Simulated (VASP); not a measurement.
# Ag in VASP: notebook

Ag is run at these levels: r2SCAN; tasks: single point.

Everything below comes from runs of VASP 6.6.1. Logs are shortened: lines on timing, memory, paths and dates and some standing lists are left out, and cuts for length are marked.

## Step 1: The cell of the first run

Symmetry: I4/mmm, No. 139, tetragonal system. Conventional cell: a = 3.220 Å, b = 3.220 Å, c = 3.372 Å, α = 90.00°, β = 90.00°, γ = 90.00°. Ag (site symmetry 4/mmm) has 14 Ag at 2.83 to 3.37 Å within 3.7 Å.

## Step 2: Single point, r2SCAN (biaxial strain in the a-b plane: -1.5 %, then relaxed in part)

File POSCAR:

```
Ag
1.0
    3.2195072647      0.0000000000      0.0000000000
    0.0000000000      3.2195072647      0.0000000000
    0.0000000000      0.0000000000      3.3722726191
Ag
2
Direct
    0.0000000000      0.0000000000      0.0000000000
    0.5000000000      0.5000000000      0.5000000000
```

File INCAR.step1:

```
SYSTEM = Ag
ALGO = Normal ; EDIFF = 1E-4
ENCUT = 520 ; GGA = PE
ISMEAR = 0 ; LASPH = .TRUE.
LCHARG = .FALSE. ; LREAL = .FALSE.
LWAVE = .TRUE. ; NBANDS = 18
NELM = 60 ; PREC = Accurate
SIGMA = 0.1
```

File INCAR.step2:

```
SYSTEM = Ag
ALGO = Normal ; EDIFF = 1E-6
ENCUT = 520 ; ISIF = 2
ISMEAR = 0 ; ISTART = 1
LASPH = .TRUE. ; LCHARG = .FALSE.
LMIXTAU = .TRUE. ; LREAL = .FALSE.
LWAVE = .FALSE. ; METAGGA = R2SCAN
NBANDS = 18 ; NELM = 60
PREC = Accurate ; SIGMA = 0.1
```

File KPOINTS:

```
k-points
0
G
  16 16 16
  0 0 0
```

Potentials or basis: VASP PAW PBE potentials, release 64 (Ag).

On the command line:

```console
> cat potpaw_PBE.64/Ag/POTCAR > POTCAR
> cp INCAR.step1 INCAR
> mpirun -np 1 vasp_std > vasp.out
> cp INCAR.step2 INCAR
> mpirun -np 1 vasp_std > vasp.out
```

OUTCAR:

```text
SYSTEM = Ag
   EDIFF = 1E-6
   ENCUT = 520
   ISIF = 2
   ISMEAR = 0
   ISTART = 1
   LASPH = .TRUE.
   LREAL = .FALSE.
   METAGGA = R2SCAN
   NELM = 60
   PREC = Accurate

 ion  position               nearest neighbor table
   1  0.000  0.000  0.000-   2 2.83   2 2.83   2 2.83   2 2.83   2 2.83   2 2.83   2 2.83   2 2.83

   2  0.500  0.500  0.500-   1 2.83   1 2.83   1 2.83   1 2.83   1 2.83   1 2.83   1 2.83   1 2.83

  LATTYP: Found a simple tetragonal cell.
 ALAT       =     3.2195072647
 C/A-ratio  =     1.0474499176

  Lattice vectors:

 A1 = (   3.2195072647,   0.0000000000,   0.0000000000)
 A2 = (   0.0000000000,   3.2195072647,   0.0000000000)
 A3 = (   0.0000000000,   0.0000000000,   3.3722726191)

Analysis of symmetry for initial positions (statically):
=====================================================================
 Subroutine PRICEL returns following result:

  LATTYP: Found a body centered tetragonal cell.
 ALAT       =     3.2195072647
 C/A-ratio  =     1.0474499176

  Lattice vectors:

 A1 = (  -1.6097536323,  -1.6097536323,  -1.6861363096)
 A2 = (   1.6097536323,   1.6097536323,  -1.6861363095)
 A3 = (   1.6097536323,  -1.6097536323,   1.6861363096)

   2 primitive cells build up your supercell.

 Routine SETGRP: Setting up the symmetry group for a
 simple tetragonal supercell.

 Subroutine GETGRP returns: Found 16 space group operations
 (whereof 16 operations were pure point group operations)
 out of a pool of 16 trial point group operations.

The static configuration has the point symmetry D_4h.

Analysis of symmetry for dynamics (positions and initial velocities):
=====================================================================
 Subroutine PRICEL returns following result:

  LATTYP: Found a body centered tetragonal cell.
 ALAT       =     3.2195072647
 C/A-ratio  =     1.0474499176

  Lattice vectors:

 A1 = (  -1.6097536323,  -1.6097536323,  -1.6861363096)
 A2 = (   1.6097536323,   1.6097536323,  -1.6861363095)
 A3 = (   1.6097536323,  -1.6097536323,   1.6861363096)

   2 primitive cells build up your supercell.

 Routine SETGRP: Setting up the symmetry group for a
 simple tetragonal supercell.

 Subroutine GETGRP returns: Found 16 space group operations
 (whereof 16 operations were pure point group operations)
 out of a pool of 16 trial point group operations.

The dynamic configuration has the point symmetry D_4h.

 Subroutine INISYM returns: Found 16 space group operations
 (whereof 16 operations are pure point group operations),
 and found     2 'primitive' translations

----------------------------------------------------------------------------------------

                                     Primitive cell

  volume of cell :      17.4772

  direct lattice vectors                    reciprocal lattice vectors
    -1.609753632 -1.609753632 -1.686136310     0.000000000 -0.310606536 -0.296535931
     1.609753632  1.609753632 -1.686136310     0.310606536  0.000000000 -0.296535931
     1.609753632 -1.609753632  1.686136310     0.310606536 -0.310606536  0.000000000

  length of vectors
     2.832961201  2.832961201  2.832961201     0.429429830  0.429429830  0.439263976

  position of ions in fractional coordinates (direct lattice)
     0.000000000  0.000000000  0.000000000

  ion indices of the primitive-cell ions
   primitive index   ion index
                 1           1

----------------------------------------------------------------------------------------

 KPOINTS: k-points

Automatic generation of k-mesh.
 Grid dimensions read from file:
 generate k-points for:   16   16   16

 Generating k-lattice:

  Cartesian coordinates                     Fractional coordinates (reciprocal lattice)
     0.019412909  0.000000000  0.000000000     0.062500000  0.000000000  0.000000000
     0.000000000  0.019412909  0.000000000     0.000000000  0.062500000  0.000000000
     0.000000000  0.000000000  0.018533496     0.000000000  0.000000000  0.062500000

  Length of vectors
     0.019412909  0.019412909  0.018533496

  Shift w.r.t. Gamma in fractional coordinates (k-lattice)
     0.000000000  0.000000000  0.000000000

 Subroutine IBZKPT returns following result:
 ===========================================

 Found    405 irreducible k-points:

 Following reciprocal coordinates:
            Coordinates               Weight
  0.000000  0.000000  0.000000      1.000000
  0.062500  0.000000  0.000000      4.000000
  0.125000  0.000000  0.000000      4.000000
  0.187500  0.000000  0.000000      4.000000
  0.250000  0.000000  0.000000      4.000000
  0.312500  0.000000  0.000000      4.000000
[... 16 lines left out ...]
  0.437500  0.125000  0.000000      8.000000
  0.500000  0.125000  0.000000      4.000000
 [... further k-points ...]
   k-points           NKPTS =    405   k-points in BZ     NKDIM =    405   number of bands    NBANDS=     18
   number of dos      NEDOS =    301   number of ions     NIONS =      2
   total plane-waves  NPLWV =  16128
   dimension x,y,z NGX =    24 NGY =   24 NGZ =   28
   dimension x,y,z NGXF=    48 NGYF=   48 NGZF=   56
   ions per type =               2
   NGX,Y,Z   is equivalent  to a cutoff of  12.39, 12.39, 13.80 a.u.
   NGXF,Y,Z  is equivalent  to a cutoff of  24.79, 24.79, 27.61 a.u.
 SYSTEM =  Ag
   PREC   = accura    normal or accurate (medium, high low for compatibility)
   ISTART =      1    job   : 0-new  1-cont  2-samecut
   ICHARG =      0    charge: 1-file 2-atom 10-const
   ISPIN  =      1    spin polarized calculation?
   LNONCOLLINEAR =      F non collinear calculations
   LSORBIT =      F    spin-orbit coupling
   LASPH  =      T    aspherical Exc in radial PAW
   ENCUT  =  520.0 eV  38.22 Ry    6.18 a.u.   5.99  5.99  6.27*2*pi/ulx,y,z
   NELM   =     60;   NELMIN=  2; NELMDL=  0     # of ELM steps
   EDIFF  = 0.1E-05   stopping-criterion for ELM
   LREAL  =      F    real-space projection
   EDIFFG = 0.1E-04   stopping-criterion for IOM
   NSW    =      0    number of steps for IOM
   IBRION =     -1    ionic relax: 0-MD 1-quasi-New 2-CG
   NFREE  =      0    steps in history (QN), initial steepest desc. (CG)
   ISIF   =      2    stress and relaxation
   ISYM   =      2    0-nonsym 1-usesym 2-fastsym
   POTIM  = 0.5000    time-step for ionic-motion
   TEBEG  =    0.0;   TEEND  =   0.0 temperature during run
   PSTRESS=    0.0 pullay stress
   NELECT =      22.0000    total number of electrons
   NUPDOWN=      -1.0000    fix difference up-down
   EMIN   =  10.00;   EMAX   =-10.00  energy-range for DOS
   EFERMI =   0.00;   METHOD = LEGACY
   ISMEAR =     0;   SIGMA  =   0.10  broadening in eV -4-tet -1-fermi 0-gaus
   EFERMI_NEDOS =   21; number of points for ismear=-14 and -15
   IALGO  =     38    algorithm
   IMIX   =      4    mixing-type and parameters
     AMIX     =   0.40;   BMIX     =  1.00
     AMIX_MAG =   1.60;   BMIX_MAG =  1.00
  volume/ion in A,a.u.               =      17.48       117.94
  Fermi-wavevector in a.u.,A,eV,Ry     =   1.402971  2.651230 26.780707  1.968326
  Thomas-Fermi vector in A             =   2.525679
   LORBIT       =      0    0 simple, 1 ext, 2 COOP (PROOUT), +10 PAW based schemes
   METAGGA = R2SCAN    functional components
   LHFCALC =     F    Hartree Fock is set to
   AEXX    =    0.0000 exact exchange contribution
   IVDW    =     0    specifies the selected vdW correction
   LEPSILON=     F    determine dielectric tensor
   LRPA    =     F    only Hartree local field effects (RPA)
 non-spin polarized calculation
 Gauss-broadening in eV      SIGMA  =   0.10
  energy-cutoff  :      520.00
  volume of cell :       34.95
 maximum number of plane-waves:       966
 NGX is ok and might be reduce to    24
   NGX = 11   NGY = 11   NGZ = 13

 number of electron      21.9999986 magnetization

 Free energy of the ion-electron system (eV)
  ---------------------------------------------------
  ext. energy  EPLUGINS =         0.00000000
  ---------------------------------------------------
  free energy    TOTEN  =       -42.65347038 eV

  energy without entropy =      -42.65028930  energy(sigma->0) =      -42.65187984

 E-fermi :   8.1313     XC(G=0): -12.7953

 val. band max:        8.1151543565   @ k =   0.4375   0.3750   0.1875
 cond. band min:       8.1442419073   @ k =   0.1875   0.1875   0.4375
 fundamental gap:      0.0290875508
 Fermi energy:         8.1312576551

 k-point     1 :       0.0000    0.0000    0.0000
  band No.  band energies     occupation
      1       0.3327      2.00000
      2       1.5151      2.00000
      3       1.5338      2.00000
      4       2.8713      2.00000
      5       2.8713      2.00000
      6       3.0714      2.00000
[... 10 lines left out ...]
     17      22.2683      0.00000
     18      26.2048      0.00000

 k-point     2 :       0.0625    0.0000    0.0000
  band No.  band energies     occupation
      1       0.4008      2.00000
      2       1.5427      2.00000
      3       1.5679      2.00000
      4       2.8724      2.00000
      5       2.8904      2.00000
      6       3.0718      2.00000
[... 10 lines left out ...]
     17      22.6912      0.00000
     18      26.2428      0.00000

 k-point     3 :       0.1250    0.0000    0.0000
  band No.  band energies     occupation
      1       0.6015      2.00000
      2       1.6188      2.00000
      3       1.6727      2.00000
      4       2.8771      2.00000
      5       2.9469      2.00000
      6       3.0742      2.00000
[... 10 lines left out ...]
     17      24.0574      0.00000
     18      26.1219      0.00000

 k-point     4 :       0.1875    0.0000    0.0000
  band No.  band energies     occupation
      1       0.9235      2.00000
      2       1.7400      2.00000
      3       1.8380      2.00000
      4       2.8899      2.00000
      5       3.0392      2.00000
      6       3.0832      2.00000
[... 375 lines left out ...]
      4       2.7175      2.00000
      5       3.2410      2.00000
      6       3.3299      2.00000
[... 10 lines left out ...]
     17      23.1100      0.00000
     18      23.5593      0.00000

 k-point    23 :       0.4375    0.1250    0.0000
  band No.  band energies     occupation
      1       2.3365      2.00000
      2       2.4123      2.00000
      3       2.7645      2.00000
      4       2.8049      2.00000
      5       3.1124      2.00000
      6       3.1289      2.00000
[... 10 lines left out ...]
     17      22.2670      0.00000
     18      22.4104      0.00000

 k-point    24 :       0.5000    0.1250    0.0000
  band No.  band energies     occupation
      1       2.4256      2.00000
      2       2.4256      2.00000
      3       2.9365      2.00000
      4       2.9365      2.00000
      5       2.9510      2.00000
      6       2.9510      2.00000
[... 10 lines left out ...]
     17      21.8487      0.00000
     18      21.8487      0.00000

 [... further k-points ...]
[... 5 lines left out ...]
  --------------------------------------------------------------------------------------
  -------------------------------------------------------------------------------------
  Total       -0.0818156     -0.0818156      0.0293998      0.0000000      0.0000000      0.0000000
  in kB       -3.7501199     -3.7501199      1.3475764      0.0000000      0.0000000      0.0000000
  external PRESSURE =      -2.0508878 kB  Pullay stress =       0.0000000 kB

 VOLUME and BASIS-vectors are now :
 -----------------------------------------------------------------------------
  energy-cutoff  :      520.00
  volume of cell :       34.95
      direct lattice vectors                 reciprocal lattice vectors
     3.219507265  0.000000000  0.000000000     0.310606536  0.000000000  0.000000000
     0.000000000  3.219507265  0.000000000     0.000000000  0.310606536  0.000000000
     0.000000000  0.000000000  3.372272619     0.000000000  0.000000000  0.296535931

 POSITION                                       TOTAL-FORCE (eV/Angst)
 -----------------------------------------------------------------------------------
      0.00000      0.00000      0.00000        -0.000000      0.000000      0.000000
      1.60975      1.60975      1.68614         0.000000     -0.000000     -0.000000
 -----------------------------------------------------------------------------------
    total drift:                                0.000000      0.000000     -0.000000

  FREE ENERGIE OF THE ION-ELECTRON SYSTEM (eV)
  ---------------------------------------------------
  free  energy   TOTEN  =       -42.6534703825 eV

  energy  without entropy=      -42.6502892967  energy(sigma->0) =      -42.65187984
```

Run time: 3.9 min. Hardware: 1 thread of Intel Xeon 6975P-C (Granite Rapids), shared host; peak memory 0.31 GiB.

What came out:

| Item | Value |
| --- | --- |
| Free energy | -42.6535 eV |
| Pressure | -0.2 GPa |
| Band gap on the k mesh | zero (bands 11 and 12 overlap by 8.22 eV) |

Stress tensor (GPa, compression positive):
```
-0.38  0.00  0.00
 0.00 -0.38  0.00
 0.00  0.00  0.13
```

Caveat: the cell differs from its parent crystal (biaxial strain in the a-b plane: -1.5 %, then relaxed in part); the PAW data sets were made with another functional, which shifts forces and pressure a little.

(Continued in part 2 of 2.)

The gap in the log of VASP goes by the Fermi energy; the results here count the filled bands.